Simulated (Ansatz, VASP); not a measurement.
## LiZnF3: VASP beside Ansatz

```
Li Zn F
1.0
     3.63596    0.00000    0.00000
     0.00000    3.63596    0.00000
     0.00000    0.00000    3.63596
Li Zn F
1 1 3
Direct
  0.50000 0.50000 0.50000
  0.00000 0.00000 0.00000
  0.00000 0.50000 0.50000
  0.50000 0.50000 0.00000
  0.50000 0.00000 0.50000
```

Alike in both runs: functional PBE; k mesh 8 × 8 × 8; no spin polarisation.

Ansatz relaxed the structure, and its values are those at the end. VASP's run is a single point on that final structure, the one shown.

```csv
,VASP,Ansatz
version,VASP 6.6.1,Ansatz 0.2.0
potentials or method,"VASP PAW PBE potentials, release 64 (Li_sv, Zn, F), cutoff 520 eV","scalar-relativistic, plane waves, PAW"
occupations,"gaussian, width 0.01 eV",fixed
valence electrons in the cell,36,36
```

|  | VASP | Ansatz | Ansatz less VASP |
| --- | --- | --- | --- |
| gap on the k mesh at the Fermi level (eV) | 0.91 | 0.93 | +0.022 |
| least direct gap on the mesh (eV) | 1.21 | 1.24 | +0.023 |

Noted on VASP's run: the cutoff is short for stress, so the pressure is rough.
